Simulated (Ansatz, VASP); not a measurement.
# Ag: VASP beside Ansatz

```
Ag
1.0
     2.93000    0.00000    0.00000
    -1.46500    2.53745    0.00000
     0.00000    0.00000    4.79000
Ag
2
Direct
  0.33333 0.66667 0.25000
  0.66667 0.33333 0.75000
```

Alike in both runs: functional PBE; k mesh 18 × 18 × 10; occupations fermi-dirac, width 0.05 eV; no spin polarisation.

Ansatz relaxed the structure, and its values are those at the end. VASP's run is a single point on that final structure, the one shown.

|  | VASP | Ansatz |
| --- | --- | --- |
| version | VASP 6.6.1 | Ansatz 0.2.0 |
| potentials or method | VASP PAW PBE potentials, release 64 (Ag) | plane-wave PAW, scalar-relativistic |
| plane-wave cutoff (eV) | 520 | 420 |
| valence electrons in the cell | 22 | 38 |

|  | VASP | Ansatz | Ansatz less VASP |
| --- | --- | --- | --- |
| pressure (GPa) | 0.3 | 0.4 | +0.12 |

VASP's potentials hold 22 valence electrons a cell and Ansatz's 38, so a difference there can come from the potentials and not from the codes. Ansatz's warnings: stress scf threshold loose.
